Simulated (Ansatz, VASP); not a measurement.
Two plane-wave programs on ZrAl3B3N

```xyz
8
Lattice="4.8428 0.0000 0.0000 0.0000 4.8428 0.0000 0.0000 0.0000 4.8428" Properties=species:S:1:pos:R:3 pbc="T T T"
Zr    0.0000    0.0000    0.0000
Al    2.4214    0.0000    0.0000
Al    0.0000    2.4214    0.0000
Al    0.0000    0.0000    2.4214
B     0.0000    2.4214    2.4214
B     2.4214    0.0000    2.4214
B     2.4214    2.4214    0.0000
N     2.4214    2.4214    2.4214
```

Alike in both runs: functional PBE; k mesh 3 × 3 × 3; occupations gaussian, width 0.15 eV; no spin polarisation.

Ansatz relaxed the structure, and its values are those at the end. VASP's run is a single point on that final structure, the one shown.

|  | VASP | Ansatz |
| --- | --- | --- |
| version | VASP 6.6.1 | Ansatz 0.2.0 |
| potentials or method | VASP PAW PBE potentials, release 64 (Zr_sv, Al, B, N), cutoff 520 eV | scalar-relativistic, plane waves, PAW |
| valence electrons in the cell | 35 | 35 |

|  | VASP | Ansatz | Ansatz less VASP |
| --- | --- | --- | --- |
| gap on the k mesh at the Fermi level (eV) | none | none | - |
| pressure (GPa) | 0.7 | 0.7 | +0.04 |

A gap of «none» marks a metal or a gap that the smearing closes.

The k mesh is coarse, so the values compare programs but aren't converged.
